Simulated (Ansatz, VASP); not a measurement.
## KBr: VASP beside Ansatz

```
CELL_PARAMETERS angstrom
0.00000 3.12787 3.12787
3.12787 0.00000 3.12787
3.12787 3.12787 0.00000
ATOMIC_POSITIONS crystal
K 0.00000 0.00000 0.00000
Br 0.50000 0.50000 0.50000
```

Change from the starting cell: strain -0.050 along x and y, -0.050 along z, atoms carried along.

Alike in both runs: task single point; functional PBE; k mesh 6 × 6 × 6; occupations gaussian, width 0.05 eV; no spin polarisation.

|  | VASP | Ansatz |
| --- | --- | --- |
| version | VASP 6.6.1 | Ansatz 0.2.0 |
| potentials or method | VASP PAW PBE potentials, release 64 (K_sv, Br), cutoff 520 eV | scalar-relativistic, plane waves, PAW |
| valence electrons in the cell | 16 | 16 |

|  | VASP | Ansatz | Ansatz less VASP |
| --- | --- | --- | --- |
| gap on the k mesh at the Fermi level (eV) | 4.91 | 4.91 | +0.003 |
| least direct gap on the mesh (eV) | 4.91 | 4.91 | +0.003 |
| pressure (GPa) | 4.7 | 4.6 | -0.09 |

The functional is the same, so the differences come from potentials, cutoffs and numerics.
